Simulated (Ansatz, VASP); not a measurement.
**One calculation of Mg4Ge3N, two programs**

```
CELL_PARAMETERS angstrom
3.19295 0.00000 0.00000
-1.59648 2.76518 0.00000
0.00000 0.00000 31.51487
ATOMIC_POSITIONS crystal
Mg 0.00000 0.00000 0.78877
Mg 0.00000 0.00000 0.71123
Mg 0.66667 0.33333 0.93088
Mg 0.33333 0.66667 0.06912
Mg 0.00000 0.00000 0.28877
Mg 0.00000 0.00000 0.21123
Mg 0.66667 0.33333 0.56912
Mg 0.33333 0.66667 0.43088
Ge 0.33333 0.66667 0.63712
Ge 0.33333 0.66667 0.86288
Ge 0.00000 0.00000 0.00000
Ge 0.66667 0.33333 0.13712
Ge 0.66667 0.33333 0.36288
Ge 0.00000 0.00000 0.50000
N 0.66667 0.33333 0.75000
N 0.33333 0.66667 0.25000
```

Alike in both runs: functional PBE; k mesh 5 × 5 × 1; occupations gaussian, width 0.2 eV; no spin polarisation.

Ansatz relaxed the structure, and its values are those at the end. VASP's run is a single point on that final structure, the one shown.

|  | VASP | Ansatz |
| --- | --- | --- |
| version | VASP 6.6.1 | Ansatz 0.2.0 |
| potentials or method | VASP PAW PBE potentials, release 64 (Mg, Ge_d, N), cutoff 520 eV | scalar-relativistic, plane waves, PAW |
| valence electrons in the cell | 110 | 174 |

VASP gave:

```
gap on the k mesh at the Fermi level (eV) : none
pressure (GPa)                            : -0.2
rms of the force components (eV/Å)        : 0.007
```

Problem. Which values does Ansatz return?

Solution. gap on the k mesh at the Fermi level (eV): none; pressure (GPa): 0.0; rms of the force components (eV/Å): 0.005.

A gap of «none» marks a metal or a gap that the smearing closes. VASP's potentials hold 110 valence electrons a cell and Ansatz's 174, so a difference there can come from the potentials and not from the codes.

The k mesh is coarse, so the values compare programs but aren't converged.
